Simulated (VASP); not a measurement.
# LuBeSi4 (P-3m1) in VASP: further runs

LuBeSi4 is run at these levels: PBE; tasks: single point, relaxation of cell and atoms.

All numbers are computed with VASP 6.6.1; they aren't measurements. Logs are shortened: lines on timing, memory, paths and dates and some standing lists are left out, and cuts for length are marked.

### 1 The cell of the first run

It takes space group P-3m1 (No. 164, trigonal). Conventional cell: a = 3.044 Å, b = 3.044 Å, c = 11.515 Å, α = 90.00°, β = 90.00°, γ = 120.00°. Lu (site symmetry -3m) has 6 Si at 2.29 Å within 3.0 Å. Be (site symmetry -3m) has 6 Si at 2.26 Å within 3.0 Å. Si (site symmetry 3m) has 3 Lu at 2.29 Å within 3.0 Å. Within 3.0 Å of Si (site symmetry 3m) lie 3 Be at 2.26 Å.

### 2 Single point, PBE

Contents of INCAR:

```
SYSTEM = LuBeSi4
ALGO = Normal
EDIFF = 1E-6
ENCUT = 520
GGA = PE
ISIF = 2
ISMEAR = 0
LASPH = .TRUE.
LCHARG = .FALSE.
LREAL = .FALSE.
LWAVE = .FALSE.
NBANDS = 30
NELM = 100
PREC = Accurate
SIGMA = 0.1
```

Contents of KPOINTS:

```
k-points
0
G
  6 6 2
  0 0 0
```

Contents of POSCAR:

```
LuBeSi4
1.0
    3.0442046900      0.0000000000      0.0000000000
   -1.5221023500      2.6363586000      0.0000000000
    0.0000000000      0.0000000000     11.5148671400
Lu Be Si
1 1 4
Direct
    0.0000000000      0.0000000000      0.0000000000
    0.0000000000      0.0000000000      0.5000000000
    0.6666666700      0.3333333300      0.8719140300
    0.6666666700      0.3333333300      0.3771010000
    0.3333333300      0.6666666700      0.6228990000
    0.3333333300      0.6666666700      0.1280859700
```

Potentials or basis: VASP PAW PBE potentials, release 64 (Lu, Be, Si).

Launch:

```sh
> cat potpaw_PBE.64/Lu/POTCAR potpaw_PBE.64/Be/POTCAR potpaw_PBE.64/Si/POTCAR > POTCAR
> mpirun -np 1 vasp_std > vasp.out
```

OUTCAR:

```text
SYSTEM = LuBeSi4
   EDIFF = 1E-6
   ENCUT = 520
   GGA = PE
   ISIF = 2
   ISMEAR = 0
   LASPH = .TRUE.
   LREAL = .FALSE.
   NELM = 100
   PREC = Accurate

 ion  position               nearest neighbor table
   1  0.000  0.000  0.000-   3 2.29   6 2.29   3 2.29   6 2.29   3 2.29   6 2.29
   2  0.000  0.000  0.500-   4 2.26   5 2.26   4 2.26   5 2.26   4 2.26   5 2.26
   3  0.667  0.333  0.872-   1 2.29   1 2.29   1 2.29
   4  0.667  0.333  0.377-   2 2.26   2 2.26   2 2.26
   5  0.333  0.667  0.623-   2 2.26   2 2.26   2 2.26
   6  0.333  0.667  0.128-   1 2.29   1 2.29   1 2.29

  LATTYP: Found a hexagonal cell.
 ALAT       =     3.0442046900
 C/A-ratio  =     3.7825535115

  Lattice vectors:

 A1 = (   3.0442046900,   0.0000000000,   0.0000000000)
 A2 = (  -1.5221023500,   2.6363586000,   0.0000000000)
 A3 = (   0.0000000000,   0.0000000000,  11.5148671400)

Analysis of symmetry for initial positions (statically):
=====================================================================
 Subroutine PRICEL returns:
 Original cell was already a primitive cell.

 Routine SETGRP: Setting up the symmetry group for a
 hexagonal supercell.

 Subroutine GETGRP returns: Found 12 space group operations
 (whereof 12 operations were pure point group operations)
 out of a pool of 24 trial point group operations.

The static configuration has the point symmetry D_3d.

Analysis of symmetry for dynamics (positions and initial velocities):
=====================================================================
 Subroutine PRICEL returns:
 Original cell was already a primitive cell.

 Routine SETGRP: Setting up the symmetry group for a
 hexagonal supercell.

 Subroutine GETGRP returns: Found 12 space group operations
 (whereof 12 operations were pure point group operations)
 out of a pool of 24 trial point group operations.

The dynamic configuration has the point symmetry D_3d.

 Subroutine INISYM returns: Found 12 space group operations
 (whereof 12 operations are pure point group operations),
 and found     1 'primitive' translations

----------------------------------------------------------------------------------------

                                     Primitive cell

  volume of cell :      92.4139

  direct lattice vectors                    reciprocal lattice vectors
     3.044204690  0.000000000  0.000000000     0.328493023  0.189655535  0.000000000
    -1.522102350  2.636358600  0.000000000     0.000000000  0.379311069  0.000000000
     0.000000000  0.000000000 11.514867140     0.000000000  0.000000000  0.086844250

  length of vectors
     3.044204690  3.044204696 11.514867140     0.379311070  0.379311069  0.086844250

  position of ions in fractional coordinates (direct lattice)
     0.000000000  0.000000000  0.000000000
     0.000000000  0.000000000  0.500000000
     0.666666670  0.333333330  0.871914030
     0.666666670  0.333333330  0.377101000
     0.333333330  0.666666670  0.622899000
     0.333333330  0.666666670  0.128085970

  ion indices of the primitive-cell ions
   primitive index   ion index
                 1           1
                 2           2
                 3           3
                 4           4
                 5           5
                 6           6

----------------------------------------------------------------------------------------

 KPOINTS: k-points

Automatic generation of k-mesh.
 Grid dimensions read from file:
 generate k-points for:    6    6    2

 Generating k-lattice:

  Cartesian coordinates                     Fractional coordinates (reciprocal lattice)
     0.054748837  0.031609256  0.000000000     0.166666667 -0.000000000  0.000000000
     0.000000000  0.063218512  0.000000000     0.000000000  0.166666667  0.000000000
     0.000000000  0.000000000  0.043422125     0.000000000  0.000000000  0.500000000

  Length of vectors
     0.063218512  0.063218512  0.043422125

  Shift w.r.t. Gamma in fractional coordinates (k-lattice)
     0.000000000  0.000000000  0.000000000

 Subroutine IBZKPT returns following result:
 ===========================================

 Found     14 irreducible k-points:

 Following reciprocal coordinates:
            Coordinates               Weight
  0.000000  0.000000  0.000000      1.000000
  0.166667 -0.000000  0.000000      6.000000
  0.333333 -0.000000  0.000000      6.000000
  0.500000 -0.000000  0.000000      3.000000
  0.166667  0.166667  0.000000      6.000000
  0.333333  0.166667  0.000000     12.000000
  0.333333  0.333333  0.000000      2.000000
  0.000000  0.000000  0.500000      1.000000
  0.166667 -0.000000  0.500000      6.000000
  0.333333 -0.000000  0.500000      6.000000
  0.500000 -0.000000  0.500000      3.000000
  0.166667  0.166667  0.500000      6.000000
  0.333333  0.166667  0.500000     12.000000
  0.333333  0.333333  0.500000      2.000000
   k-points           NKPTS =     14   k-points in BZ     NKDIM =     14   number of bands    NBANDS=     30
   number of dos      NEDOS =    301   number of ions     NIONS =      6
   total plane-waves  NPLWV =  51840
   dimension x,y,z NGX =    24 NGY =   24 NGZ =   90
   dimension x,y,z NGXF=    48 NGYF=   48 NGZF=  180
   ions per type =               1   1   4
   NGX,Y,Z   is equivalent  to a cutoff of  13.11, 13.11, 12.99 a.u.
   NGXF,Y,Z  is equivalent  to a cutoff of  26.21, 26.21, 25.99 a.u.
 SYSTEM =  LuBeSi4
   PREC   = accura    normal or accurate (medium, high low for compatibility)
   ISTART =      0    job   : 0-new  1-cont  2-samecut
   ICHARG =      2    charge: 1-file 2-atom 10-const
   ISPIN  =      1    spin polarized calculation?
   LNONCOLLINEAR =      F non collinear calculations
   LSORBIT =      F    spin-orbit coupling
   LASPH  =      T    aspherical Exc in radial PAW
   ENCUT  =  520.0 eV  38.22 Ry    6.18 a.u.   5.66  5.66 21.41*2*pi/ulx,y,z
   NELM   =    100;   NELMIN=  2; NELMDL= -5     # of ELM steps
   EDIFF  = 0.1E-05   stopping-criterion for ELM
   LREAL  =      F    real-space projection
   EDIFFG = 0.1E-04   stopping-criterion for IOM
   NSW    =      0    number of steps for IOM
   IBRION =     -1    ionic relax: 0-MD 1-quasi-New 2-CG
   NFREE  =      0    steps in history (QN), initial steepest desc. (CG)
   ISIF   =      2    stress and relaxation
   ISYM   =      2    0-nonsym 1-usesym 2-fastsym
   POTIM  = 0.5000    time-step for ionic-motion
   TEBEG  =    0.0;   TEEND  =   0.0 temperature during run
   PSTRESS=    0.0 pullay stress
   NELECT =      43.0000    total number of electrons
   NUPDOWN=      -1.0000    fix difference up-down
   EMIN   =  10.00;   EMAX   =-10.00  energy-range for DOS
   EFERMI =   0.00;   METHOD = LEGACY
   ISMEAR =     0;   SIGMA  =   0.10  broadening in eV -4-tet -1-fermi 0-gaus
   EFERMI_NEDOS =   21; number of points for ismear=-14 and -15
   IALGO  =     38    algorithm
   IMIX   =      4    mixing-type and parameters
     AMIX     =   0.40;   BMIX     =  1.00
     AMIX_MAG =   1.60;   BMIX_MAG =  1.00
  volume/ion in A,a.u.               =      15.40       103.94
  Fermi-wavevector in a.u.,A,eV,Ry     =   1.268582  2.397272 21.895861  1.609300
  Thomas-Fermi vector in A             =   2.401669
   LORBIT       =      0    0 simple, 1 ext, 2 COOP (PROOUT), +10 PAW based schemes
   GGA     = PE    functional components
   LHFCALC =     F    Hartree Fock is set to
   AEXX    =    0.0000 exact exchange contribution
   IVDW    =     0    specifies the selected vdW correction
   LEPSILON=     F    determine dielectric tensor
   LRPA    =     F    only Hartree local field effects (RPA)
 non-spin polarized calculation
 Gauss-broadening in eV      SIGMA  =   0.10
  energy-cutoff  :      520.00
  volume of cell :       92.41
 maximum number of plane-waves:      2526
 NGX is ok and might be reduce to    24
   NGX = 11   NGY = 11   NGZ = 43

 number of electron      43.0000011 magnetization

 Free energy of the ion-electron system (eV)
  ---------------------------------------------------
  ext. energy  EPLUGINS =         0.00000000
  ---------------------------------------------------
  free energy    TOTEN  =       -20.83260157 eV

  energy without entropy =      -20.81200653  energy(sigma->0) =      -20.82230405

 E-fermi :   6.7210     XC(G=0): -10.9453

 val. band max:        6.6142966744   @ k =   0.3333   0.1667   0.5000
 cond. band min:       6.7428661069   @ k =   0.1667  -0.0000   0.5000
 fundamental gap:      0.1285694324
 Fermi energy:         6.7210100506

 k-point     1 :       0.0000    0.0000    0.0000
  band No.  band energies     occupation
      1     -48.0585      2.00000
      2     -19.5866      2.00000
      3     -18.3742      2.00000
      4     -18.3742      2.00000
      5      -5.1466      2.00000
      6      -4.1192      2.00000
[... 22 lines left out ...]
     29      13.3073      0.00000
     30      13.3073      0.00000

 k-point     2 :       0.1667   -0.0000    0.0000
  band No.  band energies     occupation
      1     -48.0284      2.00000
      2     -19.4987      2.00000
      3     -18.8081      2.00000
      4     -18.4642      2.00000
      5      -4.5955      2.00000
      6      -3.3205      2.00000
[... 22 lines left out ...]
     29      12.7691      0.00000
     30      13.4817      0.00000

 k-point     3 :       0.3333   -0.0000    0.0000
  band No.  band energies     occupation
      1     -47.9675      2.00000
      2     -19.5857      2.00000
      3     -19.3155      2.00000
      4     -18.6389      2.00000
      5      -3.0054      2.00000
      6      -1.5548      2.00000
[... 22 lines left out ...]
     29      11.8636      0.00000
     30      12.3292      0.00000

 k-point     4 :       0.5000   -0.0000    0.0000
  band No.  band energies     occupation
      1     -47.9368      2.00000
      2     -19.9376      2.00000
      3     -19.2224      2.00000
      4     -18.7238      2.00000
      5      -0.9472      2.00000
      6      -0.9407      2.00000
[... 286 lines left out ...]
     29      12.0633      0.00000
     30      12.4138      0.00000

 k-point    13 :       0.3333    0.1667    0.5000
  band No.  band energies     occupation
      1     -47.9369      2.00000
      2     -19.7498      2.00000
      3     -19.2241      2.00000
      4     -18.9502      2.00000
      5      -1.4914      2.00000
      6      -0.4987      2.00000
[... 22 lines left out ...]
     29      11.7727      0.00000
     30      12.2238      0.00000

 k-point    14 :       0.3333    0.3333    0.5000
  band No.  band energies     occupation
      1     -47.9215      2.00000
      2     -19.4778      2.00000
      3     -19.4778      2.00000
      4     -19.1777      2.00000
      5       0.5188      2.00000
      6       0.5188      2.00000
[... 22 lines left out ...]
     29      12.2741      0.00000
     30      12.3313      0.00000

------------------------ aborting loop because EDIFF is reached ----------------------------------------

  FORCE on cell =-STRESS in cart. coord.  units (eV):
  Direction    XX          YY          ZZ          XY          YZ          ZX
  --------------------------------------------------------------------------------------
  -------------------------------------------------------------------------------------
  Total       16.6260106     16.6260107     23.0847275     -0.0000000      0.0000000      0.0000000
  in kB      288.2447265    288.2447274    400.2193380     -0.0000005      0.0000000      0.0000000
  external PRESSURE =     325.5695973 kB  Pullay stress =       0.0000000 kB

 VOLUME and BASIS-vectors are now :
 -----------------------------------------------------------------------------
  energy-cutoff  :      520.00
  volume of cell :       92.41
      direct lattice vectors                 reciprocal lattice vectors
     3.044204690  0.000000000  0.000000000     0.328493023  0.189655535  0.000000000
    -1.522102350  2.636358600  0.000000000     0.000000000  0.379311069  0.000000000
     0.000000000  0.000000000 11.514867140     0.000000000  0.000000000  0.086844250

 POSITION                                       TOTAL-FORCE (eV/Angst)
 -----------------------------------------------------------------------------------
      0.00000      0.00000      0.00000        -0.000000      0.000000      0.000000
      0.00000      0.00000      5.75743        -0.000000      0.000000      0.000000
      1.52210      0.87879     10.03997        -0.000000      0.000000     -8.905739
      1.52210      0.87879      4.34227         0.000000     -0.000000     -0.915364
     -0.00000      1.75757      7.17260        -0.000000      0.000000      0.915364
     -0.00000      1.75757      1.47489         0.000000     -0.000000      8.905739
 -----------------------------------------------------------------------------------
    total drift:                                0.000000      0.000000     -0.000000

  FREE ENERGIE OF THE ION-ELECTRON SYSTEM (eV)
  ---------------------------------------------------
  free  energy   TOTEN  =       -20.8326015727 eV

  energy  without entropy=      -20.8120065316  energy(sigma->0) =      -20.82230405
```

It took 65 s on 1 thread of AMD EPYC 7R13 (Zen 3), shared host; peak memory 0.2 GiB.

What came out:

```
Free energy   : -20.8326 eV
Pressure      : 32.6 GPa
Largest force : 8.906 eV/Å
```

Forces on the atoms (eV/Å):
```
Lu   0.000  0.000  0.000
Be   0.000  0.000  0.000
Si   0.000  0.000 -8.906
Si   0.000  0.000 -0.915
Si   0.000  0.000  0.915
Si   0.000  0.000  8.906
```

Stress tensor (GPa, compression positive):
```
28.82  0.00  0.00
 0.00 28.82  0.00
 0.00  0.00 40.02
```

Levels at points of the mesh, in eV from the Fermi level:
```tsv
k point	band 19	band 20	band 21	band 22	band 23	band 24
(0.00, 0.00, 0.00)	0.20	0.20	3.28	3.63	3.63	3.71
(0.50, 0.00, 0.00)	-2.31	-2.22	-0.68	0.05	0.88	0.93
(0.00, 0.00, 0.50)	0.20	0.20	2.19	3.63	3.63	4.62
(0.50, 0.00, 0.50)	-2.55	-2.22	-1.00	0.04	0.95	1.33
```

Caveat: the k points lie up to 0.40 Å⁻¹ apart; spin-orbit coupling is left out, which moves the levels of the heavy elements; forces of over 1 eV/Å act on the atoms, so gaps and moduli don't describe the material at rest.

### 3 Single point, PBE

This run uses another cell than the first one, of 15.80 Å³/atom, 1.026 times its volume.

Contents of INCAR:

```
ALGO     = Normal         # electronic algorithm
EDIFF    = 1E-6           # SCF threshold, eV
ENCUT    = 520            # plane-wave cutoff, eV
GGA      = PE             # functional
ISIF     = 2              # what is computed and relaxed
ISMEAR   = 0              # smearing method
LASPH    = True           # aspherical terms in the spheres
LCHARG   = False          # write CHGCAR
LREAL    = False          # projectors in reciprocal space
LWAVE    = False          # write WAVECAR
NBANDS   = 30             # bands
NELM     = 100            # most SCF steps
PREC     = Accurate       # precision mode
SIGMA    = 0.1            # smearing width, eV
```

Contents of KPOINTS:

```
k-points
0
Gamma
  6 6 2
```

Contents of POSCAR:

```
LuBeSi4
1.0
    3.0564335280      0.0000000029      0.0000000000
   -1.5282167665      2.6469490787      0.0000000000
    0.0000000000      0.0000000000     11.7214834383
Lu Be Si
1 1 4
Direct
    0.0000000000      0.0000000000      0.0000000000
    0.0000000000      0.0000000000      0.5000000000
    0.6666666667      0.3333333333      0.7973053076
    0.6666666667      0.3333333333      0.3597927144
    0.3333333333      0.6666666667      0.6402072856
    0.3333333333      0.6666666667      0.2026946924
```

Potentials or basis: VASP PAW PBE potentials, release 64 (Lu, Be, Si).

Launch:

```sh
> cat potpaw_PBE.64/Lu/POTCAR potpaw_PBE.64/Be/POTCAR potpaw_PBE.64/Si/POTCAR > POTCAR
> mpirun -np 1 vasp_std > vasp.out
```

Run time: 41 s. Hardware: 1 thread of AMD EPYC 7R13 (Zen 3), shared host; peak memory 0.21 GiB.

The run converged. Its results:

```yaml
Free_energy: -28.4760 eV
Pressure: 0.3 GPa
Largest_force: 0.028 eV/Å
```

Forces on the atoms (eV/Å):
```
Lu   0.000  0.000  0.000
Be   0.000  0.000  0.000
Si   0.000  0.000 -0.028
Si   0.000  0.000 -0.013
Si   0.000  0.000  0.013
Si   0.000  0.000  0.028
```

Stress tensor (GPa, compression positive):
```
0.32 0.00 0.00
0.00 0.32 0.00
0.00 0.00 0.18
```

Levels at points of the mesh, in eV from the Fermi level:
```tsv
k point	band 18	band 19	band 20	band 21	band 22	band 23	band 24	band 25
(0.00, 0.00, 0.00)	-2.30	2.57	2.77	2.77	4.51	4.51	4.68	4.68
(0.50, 0.00, 0.00)	-4.25	-3.11	-1.74	-1.26	-0.16	0.57	0.62	1.06
(0.00, 0.00, 0.50)	-1.32	2.38	2.77	2.77	4.55	4.55	4.60	4.60
(0.50, 0.00, 0.50)	-4.04	-3.50	-2.31	-1.27	0.54	0.65	1.07	1.27
```

Caveat: the k points lie up to 0.40 Å⁻¹ apart; spin-orbit coupling is left out, which moves the levels of the heavy elements.

(Part 1 of 2 ends here.)
